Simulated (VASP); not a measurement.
# BN (P6_3mc) in VASP: further runs, part 2 of 2

VASP 6.6.1. Earlier steps stand in the parts before.

### Step 3. G0W0 quasiparticle levels, PBE

The input, POSCAR:

```
BN
1.0
    2.5439499968      0.0000000000      0.0000000000
   -1.2719749984      2.2031253232      0.0000000000
    0.0000000000      0.0000000000      4.2078153299
B N
2 2
Direct
    0.3333333333      0.6666666667      0.0002034648
    0.6666666667      0.3333333333      0.5002034648
    0.3333333333      0.6666666667      0.3747965352
    0.6666666667      0.3333333333      0.8747965352
```

The input, INCAR.step1:

```
SYSTEM = BN
PREC = Accurate
ENCUT = 500
EDIFF = 1E-8
ISMEAR = 0
SIGMA = 0.01
LREAL = .FALSE.
LASPH = .TRUE.
NELM = 60
ALGO = Normal
LWAVE = .TRUE.
LCHARG = .FALSE.
GGA = PE
```

The input, INCAR.step2:

```
SYSTEM = BN
PREC = Accurate
ENCUT = 500
EDIFF = 1E-8
ISMEAR = 0
SIGMA = 0.01
LREAL = .FALSE.
LASPH = .TRUE.
NELM = 1
ALGO = Exact
LWAVE = .TRUE.
LCHARG = .FALSE.
GGA = PE
NBANDS = 170
LOPTICS = .TRUE.
ISTART = 1
```

The input, INCAR.step3:

```
SYSTEM = BN
PREC = Accurate
ENCUT = 500
EDIFF = 1E-8
ISMEAR = 0
SIGMA = 0.01
LREAL = .FALSE.
LASPH = .TRUE.
ALGO = EVGW0
LWAVE = .FALSE.
LCHARG = .FALSE.
GGA = PE
NELMGW = 1
NBANDS = 170
ENCUTGW = 200
NOMEGA = 96
PRECFOCK = Fast
ISTART = 1
NBANDSGW = 16
OMEGAMAX = 20
```

The input, KPOINTS:

```
regular mesh
0
G
  6 6 4
  0 0 0
```

Potentials or basis: VASP PAW PBE potentials, release 64 (B_GW, N_GW).

On the command line:

```sh
$ cat potpaw_PBE.64/B_GW/POTCAR potpaw_PBE.64/N_GW/POTCAR > POTCAR
$ cp INCAR.step1 INCAR
$ mpirun -np 1 vasp_std > vasp.out
$ cp INCAR.step2 INCAR
$ mpirun -np 1 vasp_std > vasp.out
$ cp INCAR.step3 INCAR
$ mpirun -np 1 vasp_std > vasp.out
```

OUTCAR:

```text
SYSTEM = BN
   PREC = Accurate
   ENCUT = 500
   EDIFF = 1E-8
   ISMEAR = 0
   LREAL = .FALSE.
   LASPH = .TRUE.
   GGA = PE
   NELMGW = 1
   ENCUTGW = 200
   PRECFOCK = Fast
   ISTART = 1

 ion  position               nearest neighbor table
   1  0.333  0.667  0.000-   4 1.56   4 1.56   4 1.56   3 1.58
   2  0.667  0.333  0.500-   3 1.56   3 1.56   3 1.56   4 1.58
   3  0.333  0.667  0.375-   2 1.56   2 1.56   2 1.56   1 1.58
   4  0.667  0.333  0.875-   1 1.56   1 1.56   1 1.56   2 1.58

  LATTYP: Found a hexagonal cell.
 ALAT       =     2.5439499968
 C/A-ratio  =     1.6540479708

  Lattice vectors:

 A1 = (   2.5439499968,   0.0000000000,   0.0000000000)
 A2 = (  -1.2719749984,   2.2031253232,   0.0000000000)
 A3 = (   0.0000000000,   0.0000000000,   4.2078153299)

Analysis of symmetry for initial positions (statically):
=====================================================================
 Subroutine PRICEL returns:
[... 150 lines left out ...]
   GGA     = PE    functional components
   LHFCALC =     T    Hartree Fock is set to
   PRECFOCK=fast      Normal, Fast or Accurate (Low or Medium for compatibility)
   ENCUT4O =  -1.0   cutoff for four orbital integrals eV
   NKREDX  =     1    reduce k-point grid by
   NKREDY  =     1    reduce k-point grid by
   NKREDZ  =     1    reduce k-point grid by
   AEXX    =    1.0000 exact exchange contribution
   HFSCREEN=    0.0000 screening length (either q_TF or 0.3 A-1)
   HFSCREENC=   0.0000 screening length for correlation (either q_TF or 0.3 A-1)
   ENCUTFOCK=  -1.0 apply spherical cutoff to Coloumb kernel
   IVDW    =     0    specifies the selected vdW correction
   LEPSILON=     F    determine dielectric tensor
   LRPA    =     F    only Hartree local field effects (RPA)
   LRPAFORCE           =     F    calculate RPA forces
   ENCUTGW             = 200.0    cutoff for response function in eV
   ENCUTGWSOFT         = 160.0    soft cutoff for Coulomb kernel in GW response function in eV
   ENCUTLF             =  -1.0    cutoff for local field effects
   NELMGW              =     1    number of iterations in solving QP/BSE equation
   NELMHF              =     1    number of iterations in the inner HF iteration
   NKREDLFX            =     1    NKREDLFY  =   1   NKREDLFZ  =   1
 non-spin polarized calculation
 Gauss-broadening in eV      SIGMA  =   0.01
  energy-cutoff  :      500.00
  volume of cell :       23.58
 maximum number of plane-waves:       609
 NGX is ok and might be reduce to    20
  NGX = 12; NGY = 12; NGZ = 20
   NGX =  9   NGY =  9   NGZ = 15
 maximum number of plane-waves:       162

 QP shifts <psi_nk| G(iteration)W_0 |psi_nk>: iteration 1
 for sc-GW calculations column KS-energies equals QP-energies in previous step
 and V_xc(KS)=  KS-energies - (<T + V_ion + V_H > + <T+V_H+V_ion>^1  + <V_x>^1)

 k-point   1 :       0.0000    0.0000    0.0000
  band No.  KS-energies  QP-energies   sigma(KS)   V_xc(KS)     V^pw_x(r,r')   Z            occupation Imag(sigma)

      1     -12.7893     -14.8706     -18.1394     -15.5003     -26.5187       0.7887       2.0000       1.3466
      2      -8.6263     -10.3195     -19.0687     -16.8460     -26.7663       0.7617       2.0000       0.7886
      3      -3.3002      -4.9730     -16.6869     -14.4702     -21.6944       0.7546       2.0000       0.1188
      4       5.5106       4.3522     -18.8178     -17.4026     -21.6437       0.8185       2.0000       0.0308
      5       5.5106       4.3522     -18.8178     -17.4026     -21.6437       0.8185       2.0000       0.0308
      6       7.3721       6.4071     -19.3681     -18.1977     -21.7359       0.8246       2.0000       0.0277
[... 395 lines left out ...]
      2      -7.3254      -8.9329     -19.4946     -17.3351     -26.8692       0.7444       2.0000       0.5912
      3      -1.2109      -2.9374     -17.5713     -15.3459     -22.1356       0.7758       2.0000       0.0737
      4      -1.2109      -2.9374     -17.5713     -15.3459     -22.1356       0.7758       2.0000       0.0737
      5      -0.1118      -1.6598     -16.8737     -14.9199     -20.7948       0.7923       2.0000       0.0546
      6      -0.1118      -1.6598     -16.8737     -14.9199     -20.7948       0.7923       2.0000       0.0546
[... 8 lines left out ...]
     15      24.3505      25.9188     -14.4417     -16.4811      -7.0311       0.7690       0.0000      -0.1179
     16      24.3505      25.9188     -14.4417     -16.4811      -7.0311       0.7690       0.0000      -0.1179
```

OUTCAR.step2:

```text
SYSTEM = BN
   PREC = Accurate
   ENCUT = 500
   EDIFF = 1E-8
[... 1045 lines left out ...]
  --------------------------------------------------------------------------------------------------------------
     0.00000     4.73297     4.73297     4.80869    -0.00000    -0.00000     0.00000
     2.66908     4.91356     4.91356     5.00174    -0.00000    -0.00000     0.00000
     5.33817     5.61551     5.61551     5.76621    -0.00000    -0.00000     0.00000
     8.00725     8.01105     8.01105     8.75724     0.00000    -0.00000     0.00000
    10.67634     2.61280     2.61280     0.86439    -0.00000    -0.00000    -0.00000
    13.34542     1.71748     1.71748    -1.85690    -0.00000    -0.00000    -0.00000
[... 92 lines left out ...]
   261.57030     0.98592     0.98592     0.98599     0.00000     0.00000     0.00000
   264.23938     0.98622     0.98622     0.98629     0.00000     0.00000     0.00000
```

Run time: 4.5 min. Hardware: 1 thread of Intel Xeon 6975P-C (Granite Rapids), shared host; peak memory 0.57 GiB.

What came out:

```
Quasiparticle gap                                   : 6.77 eV
Least direct quasiparticle gap                      : 10.31 eV
Band gap of the starting levels on the mesh         : 5.19 eV
Least direct gap of the starting levels on the mesh : 8.32 eV
```

Caveat: the k points lie up to 0.48 Å⁻¹ apart; bands, screening cutoff and mesh are small and nothing is extrapolated, so the quasiparticle values aren't converged; the structure was generated, so it needn't be the stable form of BN.
